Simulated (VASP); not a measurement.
The system is NaH.

```
Na H
1.0
     0.00000    2.44000    2.44000
     2.44000    0.00000    2.44000
     2.44000    2.44000    0.00000
Na H
1 1
Direct
  0.00000 0.00000 0.00000
  0.50000 0.50000 0.50000
```

```yaml
Program: VASP 6.6.1
Task: relaxation of cell and atoms
Functional: LDA
Potentials_or_basis: VASP PAW LDA potentials, release 64 (Na_pv, H)
Cutoff: 600 eV
k_mesh: 10 × 10 × 10
Occupations: fermi-dirac, width 0.02 eV
Spin: no spin polarisation
```

At the start: pressure -2.6 GPa; volume 14.53 Å³/atom.

Problem. How do energy, volume and symmetry change on relaxing?

Solution. Over 4 steps the energy falls by 14.7 meV/atom and the volume is 12.89 Å³/atom (-11.3 %); space group Fm-3m (No. 225, to 0.05 Å).

The path:
```
step  energy change (eV)  largest force (eV/Å)  pressure (GPa)  volume (Å³)
   1              0.0000                0.0000           -2.63        29.05
   2             -0.0143                0.0000           -1.98        28.06
   3             -0.0287                0.0000           -0.43        26.23
   4             -0.0294                0.0000            0.01        25.78
```

Final structure:
```
Na H
1.0
     0.00000    2.34459    2.34459
     2.34459    0.00000    2.34459
     2.34459    2.34459    0.00000
Na H
1 1
Cartesian
  0.0000 2.3446 2.3446
  2.3446 2.3446 2.3446
```

Caveat: the volume moved by -11 % from the deposited cell, more than functionals usually miss.
